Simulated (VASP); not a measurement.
# MgO (P6_3mc) in VASP: dielectric tensor with PBEsol

Aim: the dielectric tensor of MgO with PBEsol.

Everything below comes from runs of VASP 6.6.1. Logs are shortened: lines on timing, memory, paths and dates and some standing lists are left out, and cuts for length are marked.

## Step 1: The cell of the first run

It takes space group P6_3mc (No. 186, hexagonal). Conventional cell: a = 3.251 Å, b = 3.251 Å, c = 10.386 Å, α = 90.00°, β = 90.00°, γ = 120.00°. Within 2.6 Å of Mg (site symmetry 3m) lie 4 O at 1.97 to 1.98 Å. Mg (site symmetry 3m) has 4 O at 1.97 to 1.99 Å within 2.6 Å. Within 2.6 Å of O (site symmetry 3m) lie 4 Mg at 1.97 Å. Within 2.6 Å of O (site symmetry 3m) lie 4 Mg at 1.98 to 1.99 Å.

## Step 2: Dielectric tensor, PBEsol

Contents of INCAR:

```
PREC     = Accurate       # precision mode
ENCUT    = 520            # plane-wave cutoff, eV
EDIFF    = 1E-8           # SCF threshold, eV
ISMEAR   = 0              # smearing method
SIGMA    = 0.01           # smearing width, eV
LREAL    = F              # projectors in reciprocal space
LASPH    = T              # aspherical terms in the spheres
NELM     = 120            # most SCF steps
ALGO     = Normal         # electronic algorithm
ISIF     = 2              # what is computed and relaxed
LWAVE    = F              # write WAVECAR
LCHARG   = F              # write CHGCAR
GGA      = PS             # functional
LEPSILON = T              # dielectric tensor by DFPT
GGA_COMPAT= F
```

Contents of KPOINTS:

```
regular mesh
0
Gamma
  12 12 2
```

Contents of POSCAR:

```
MgO
1.0
    3.2505940000      0.0000000000      0.0000000000
   -1.6252970000      2.8150969814      0.0000000000
    0.0000000000      0.0000000000     10.3863380000
Mg O
4 4
Direct
    0.3333333333      0.6666666667      0.9696620000
    0.6666666667      0.3333333333      0.4696620000
    0.0000000000      0.0000000000      0.2210020000
    0.0000000000      0.0000000000      0.7210020000
    0.3333333333      0.6666666667      0.7798400000
    0.6666666667      0.3333333333      0.2798400000
    0.0000000000      0.0000000000      0.5294930000
    0.0000000000      0.0000000000      0.0294930000
```

Potentials or basis: VASP PAW PBE potentials, release 64 (Mg, O).

Launch:

```
$ cat potpaw_PBE.64/Mg/POTCAR potpaw_PBE.64/O/POTCAR > POTCAR
$ mpirun -np 1 vasp_std > vasp.out
```

OUTCAR:

```text
PREC = Accurate
   ENCUT = 520
   EDIFF = 1E-8
   ISMEAR = 0
   LREAL = F
   LASPH = T
   NELM = 120
   ISIF = 2
   GGA = PS
   LEPSILON = T

 ion  position               nearest neighbor table
   1  0.333  0.667  0.970-   5 1.97   8 1.98   8 1.98   8 1.98   4 3.19   4 3.19   4 3.19   3 3.22
                             3 3.22   3 3.22
   2  0.667  0.333  0.470-   6 1.97   7 1.98   7 1.98   7 1.98   3 3.19   3 3.19   3 3.19   4 3.22
                             4 3.22   4 3.22
   3  0.000  0.000  0.221-   6 1.97   6 1.97   6 1.97   8 1.99   2 3.19   2 3.19   2 3.19   1 3.22
                             1 3.22   1 3.22
   4  0.000  0.000  0.721-   5 1.97   5 1.97   5 1.97   7 1.99   1 3.19   1 3.19   1 3.19   2 3.22
                             2 3.22   2 3.22
   5  0.333  0.667  0.780-   1 1.97   4 1.97   4 1.97   4 1.97
   6  0.667  0.333  0.280-   2 1.97   3 1.97   3 1.97   3 1.97
   7  0.000  0.000  0.529-   2 1.98   2 1.98   2 1.98   4 1.99
   8  0.000  0.000  0.029-   1 1.98   1 1.98   1 1.98   3 1.99

  LATTYP: Found a hexagonal cell.
 ALAT       =     3.2505940000
 C/A-ratio  =     3.1952123212

  Lattice vectors:

 A1 = (   3.2505940000,   0.0000000000,   0.0000000000)
 A2 = (  -1.6252970000,   2.8150969814,   0.0000000000)
 A3 = (   0.0000000000,   0.0000000000,  10.3863380000)

Analysis of symmetry for initial positions (statically):
=====================================================================
 Subroutine PRICEL returns:
 Original cell was already a primitive cell.

 Routine SETGRP: Setting up the symmetry group for a
 hexagonal supercell.

 Subroutine GETGRP returns: Found 12 space group operations
 (whereof  6 operations were pure point group operations)
 out of a pool of 24 trial point group operations.

The static configuration has the point symmetry C_3v.
 The point group associated with its full space group is C_6v.

Analysis of symmetry for dynamics (positions and initial velocities):
=====================================================================
 Subroutine PRICEL returns:
 Original cell was already a primitive cell.

 Routine SETGRP: Setting up the symmetry group for a
 hexagonal supercell.

 Subroutine GETGRP returns: Found 12 space group operations
 (whereof  6 operations were pure point group operations)
 out of a pool of 24 trial point group operations.

The dynamic configuration has the point symmetry C_3v.
 The point group associated with its full space group is C_6v.

 Subroutine INISYM returns: Found 12 space group operations
 (whereof  6 operations are pure point group operations),
 and found     1 'primitive' translations

----------------------------------------------------------------------------------------

                                     Primitive cell

  volume of cell :      95.0427

  direct lattice vectors                    reciprocal lattice vectors
     3.250594000  0.000000000  0.000000000     0.307636081  0.177613774  0.000000000
    -1.625297000  2.815096981  0.000000000     0.000000000  0.355227549  0.000000000
     0.000000000  0.000000000 10.386338000     0.000000000  0.000000000  0.096280325

  length of vectors
     3.250594000  3.250594000 10.386338000     0.355227549  0.355227549  0.096280325

  position of ions in fractional coordinates (direct lattice)
     0.333333333  0.666666667  0.969662000
     0.666666667  0.333333333  0.469662000
     0.000000000  0.000000000  0.221002000
     0.000000000  0.000000000  0.721002000
     0.333333333  0.666666667  0.779840000
     0.666666667  0.333333333  0.279840000
     0.000000000  0.000000000  0.529493000
     0.000000000  0.000000000  0.029493000

  ion indices of the primitive-cell ions
   primitive index   ion index
                 1           1
                 2           2
                 3           3
                 4           4
                 5           5
                 6           6
                 7           7
                 8           8

[... 123 lines left out ...]
      2     -14.8324      2.00000
      3     -14.8180      2.00000
      4     -14.4492      2.00000
      5      -2.4007      2.00000
      6      -1.2021      2.00000
[... 565 lines left out ...]
     20       8.5491      0.00000
     21      11.3296      0.00000

 [... further k-points ...]

  FORCE on cell =-STRESS in cart. coord.  units (eV):
  Direction    XX          YY          ZZ          XY          YZ          ZX
  --------------------------------------------------------------------------------------
  -------------------------------------------------------------------------------------
  Total        0.2150224      0.2150224      0.3165545      0.0000000      0.0000000     -0.0000000
  in kB        3.6247307      3.6247307      5.3363029      0.0000000      0.0000000     -0.0000000
  external PRESSURE =       4.1952547 kB  Pullay stress =       0.0000000 kB

 VOLUME and BASIS-vectors are now :
 -----------------------------------------------------------------------------
  energy-cutoff  :      520.00
  volume of cell :       95.04
      direct lattice vectors                 reciprocal lattice vectors
     3.250594000  0.000000000  0.000000000     0.307636081  0.177613774  0.000000000
    -1.625297000  2.815096981  0.000000000     0.000000000  0.355227549  0.000000000
     0.000000000  0.000000000 10.386338000     0.000000000  0.000000000  0.096280325

 POSITION                                       TOTAL-FORCE (eV/Angst)
 -----------------------------------------------------------------------------------
     -0.00000      1.87673     10.07124        -0.000000     -0.000000      0.001285
      1.62530      0.93837      4.87807        -0.000000     -0.000000      0.001285
      0.00000      0.00000      2.29540         0.000000     -0.000000      0.004480
      0.00000      0.00000      7.48857        -0.000000      0.000000      0.004480
     -0.00000      1.87673      8.09968        -0.000000     -0.000000     -0.002341
      1.62530      0.93837      2.90651         0.000000     -0.000000     -0.002341
      0.00000      0.00000      5.49949        -0.000000      0.000000     -0.003424
      0.00000      0.00000      0.30632         0.000000     -0.000000     -0.003424
 -----------------------------------------------------------------------------------
    total drift:                               -0.000000     -0.000001     -0.000843

  FREE ENERGIE OF THE ION-ELECTRON SYSTEM (eV)
  ---------------------------------------------------
  free  energy   TOTEN  =       -48.9385185248 eV

  energy  without entropy=      -48.9385185248  energy(sigma->0) =      -48.93851852

 HEAD OF MICROSCOPIC STATIC DIELECTRIC TENSOR (INDEPENDENT PARTICLE, excluding Hartree and local field effects)
 ------------------------------------------------------
           3.110759     0.000000     0.000000
           0.000000     3.110759     0.000000
           0.000000    -0.000000     3.150626
 ------------------------------------------------------

 Free energy of the ion-electron system (eV)
  ---------------------------------------------------
  ---------------------------------------------------
  free energy    TOTEN  =        -0.58219724 eV

  energy without entropy =       -0.58219724

------------------------ aborting loop because EDIFF is reached ----------------------------------------

--------------------------------------- Ionic step        2  -------------------------------------------

------------------------ aborting loop because EDIFF is reached ----------------------------------------

--------------------------------------- Ionic step        3  -------------------------------------------

 Free energy of the ion-electron system (eV)
  ---------------------------------------------------
  ---------------------------------------------------
  free energy    TOTEN  =        -0.59440622 eV

  energy without entropy =       -0.59440622

------------------------ aborting loop because EDIFF is reached ----------------------------------------

 PIEZOELECTRIC TENSOR FIELD DIRECTION 3  (e Angst)
 -----------------------------------------------------------------------------
    -0.51853  0.00000  0.00000           (  0.06151  0.00000  0.00000)
     0.00000 -0.51853  0.00000           (  0.00000  0.06151  0.00000)
     0.00000  0.00000  0.83977           (  0.00000  0.00000 -0.12881)

 PIEZOELECTRIC TENSOR FIELD DIRECTION 3  (C/m^2)
 -----------------------------------------------------------------------------
    -0.08741  0.00000  0.00000
     0.00000 -0.08741  0.00000
     0.00000  0.00000  0.14156

 MACROSCOPIC STATIC DIELECTRIC TENSOR (including local field effects in DFT)
 ------------------------------------------------------
           3.019437     0.000000     0.000000
           0.000000     3.019437    -0.000000
           0.000000    -0.000000     3.066959
 ------------------------------------------------------

 PIEZOELECTRIC TENSOR (including local field effects)  for field in x, y, z        (e  Angst)
          XX          YY          ZZ          XY          YZ          ZX
  --------------------------------------------------------------------------------
  x     0.00000    -0.00000     0.00000    -0.00000     0.00000    -0.57984
  y     0.00000     0.00000     0.00000    -0.00000    -0.57984     0.00000
  z    -0.51853    -0.51853     0.83977     0.00000     0.00000     0.00000

 PIEZOELECTRIC TENSOR (including local field effects)  for field in x, y, z        (C/m^2)
          XX          YY          ZZ          XY          YZ          ZX
  --------------------------------------------------------------------------------
  x     0.00000    -0.00000     0.00000    -0.00000     0.00000    -0.09775
  y     0.00000     0.00000     0.00000    -0.00000    -0.09775     0.00000
  z    -0.08741    -0.08741     0.14156     0.00000     0.00000     0.00000

 BORN EFFECTIVE CHARGES (including local field effects) (in |e|, cummulative output)
 ---------------------------------------------------------------------------------
 ion    1
    1     1.82209     0.00000    -0.00000
    2     0.00000     1.82209     0.00000
    3     0.00000     0.00000     1.80097
 ion    2
    1     1.82209    -0.00000     0.00000
    2     0.00000     1.82209     0.00000
    3     0.00000     0.00000     1.80097
 ion    3
    1     1.79812     0.00000     0.00000
    2     0.00000     1.79812     0.00000
    3     0.00000     0.00000     1.89106
 ion    4
    1     1.79812    -0.00000     0.00000
    2     0.00000     1.79812     0.00000
    3     0.00000    -0.00000     1.89106
 ion    5
    1    -1.82081     0.00000     0.00000
    2     0.00000    -1.82081     0.00000
    3     0.00000     0.00000    -1.82898
 ion    6
    1    -1.82081     0.00000     0.00000
    2     0.00000    -1.82081    -0.00000
    3     0.00000    -0.00000    -1.82898
 ion    7
    1    -1.79940     0.00000     0.00000
    2     0.00000    -1.79940     0.00000
    3    -0.00000     0.00000    -1.86306
 ion    8
    1    -1.79940     0.00000     0.00000
    2     0.00000    -1.79940     0.00000
    3    -0.00000     0.00000    -1.86306
```

Run time: 6 min. Hardware: 1 thread of Intel Xeon 6975P-C (Granite Rapids), shared host; peak memory 0.5 GiB.

Results:

```
Band gap on the k mesh                  : 3.49 eV
Electronic dielectric tensor (diagonal) : 3.02, 3.02, 3.07
Born charges (mean of the diagonal)     : Mg +1.82, +1.83 (each value once); O -1.82 e
```

Electronic dielectric tensor:
```
3.02 0.00 0.00
0.00 3.02 0.00
0.00 0.00 3.07
```

Born effective charge tensors (e):
atom 1, Mg
```
1.82 0.00 0.00
0.00 1.82 0.00
0.00 0.00 1.80
```
atom 2, Mg
```
1.82 0.00 0.00
0.00 1.82 0.00
0.00 0.00 1.80
```
atom 3, Mg
```
1.80 0.00 0.00
0.00 1.80 0.00
0.00 0.00 1.89
```
atom 4, Mg
```
1.80 0.00 0.00
0.00 1.80 0.00
0.00 0.00 1.89
```
atom 5, O
```
-1.82  0.00  0.00
 0.00 -1.82  0.00
 0.00  0.00 -1.83
```
atom 6, O
```
-1.82  0.00  0.00
 0.00 -1.82  0.00
 0.00  0.00 -1.83
```
atom 7, O
```
-1.80  0.00  0.00
 0.00 -1.80  0.00
 0.00  0.00 -1.86
```
atom 8, O
```
-1.80  0.00  0.00
 0.00 -1.80  0.00
 0.00  0.00 -1.86
```

Caveat: the PAW data sets were made with another functional, which shifts forces and pressure a little.
